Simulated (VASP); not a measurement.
Input of a VASP 6.6.1 run:

INCAR

```
PREC = Accurate
ENCUT = 500
EDIFF = 1E-6
ISMEAR = -1
SIGMA = 0.1
LREAL = False
LASPH = True
NELM = 120
ALGO = Normal
ISIF = 2
LWAVE = False
LCHARG = True
GGA = CA
LELF = True
LVHAR = True
NBANDS = 14
GGA_COMPAT = False
```

Contents of KPOINTS:

```
regular mesh
0
Gamma
  12 12 12
```

POSCAR

```
Cl
1.0
    0.0000000000      2.7603504798      2.7603504798
    2.7603504798      0.0000000000      2.7603504798
    2.7603504798      2.7603504798      0.0000000000
Cl
2
Direct
   -0.1250000000     -0.1250000000     -0.1250000000
    0.1250000000      0.1250000000      0.1250000000
```

Potentials or basis: VASP PAW LDA potentials, release 64 (Cl).

Run with:

```sh
$ cat potpaw_LDA.64/Cl/POTCAR > POTCAR
$ mpirun -np 1 vasp_std > vasp.out
```

Predict the pressure.

19.0 GPa.

Predict the band gap on the k mesh.

zero (bands 7 and 8 overlap by 2.91 eV).

Caveat: the cell stands under pressure.
